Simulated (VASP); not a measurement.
Input of a VASP 6.6.1 run:

File INCAR:

```
SYSTEM = TaN
PREC = Accurate ; ENCUT = 520
EDIFF = 1E-7 ; ISMEAR = -1
SIGMA = 0.03 ; LREAL = .FALSE.
LASPH = .TRUE. ; NELM = 80
ALGO = Normal ; ISIF = 2
LWAVE = .FALSE. ; LCHARG = .TRUE.
GGA = PE ; LELF = .TRUE.
LVHAR = .TRUE. ; NBANDS = 33
```

KPOINTS

```
regular mesh
0
G
  5 5 8
  0 0 0
```

File POSCAR:

```
TaN
1.0
    5.2022252935      0.0000000000      0.0000000000
   -2.6011126468      4.5052592604      0.0000000000
    0.0000000000      0.0000000000      2.9176612005
Ta N
3 3
Direct
    0.0000000000      0.0000000000      0.0000000000
    0.3333333333      0.6666666667      0.5000000000
    0.6666666667      0.3333333333      0.5000000000
    0.5000000000      0.0000000000      0.0000000000
    0.5000000000      0.5000000000      0.0000000000
    0.0000000000      0.5000000000      0.0000000000
```

Potentials or basis: VASP PAW PBE potentials, release 64 (Ta_pv, N).

Run with:

```sh
$ cat potpaw_PBE.64/Ta_pv/POTCAR potpaw_PBE.64/N/POTCAR > POTCAR
$ mpirun -np 1 vasp_std > vasp.out
```

(1) What does it give for the pressure?

(2) What does it give for the band gap on the k mesh?

## Answers

(1) 7.8 GPa.

(2) zero (bands 24 and 25 overlap by 2.10 eV).

Caveat: the cell stands under pressure; spin-orbit coupling is left out, which moves the levels of the heavy elements.
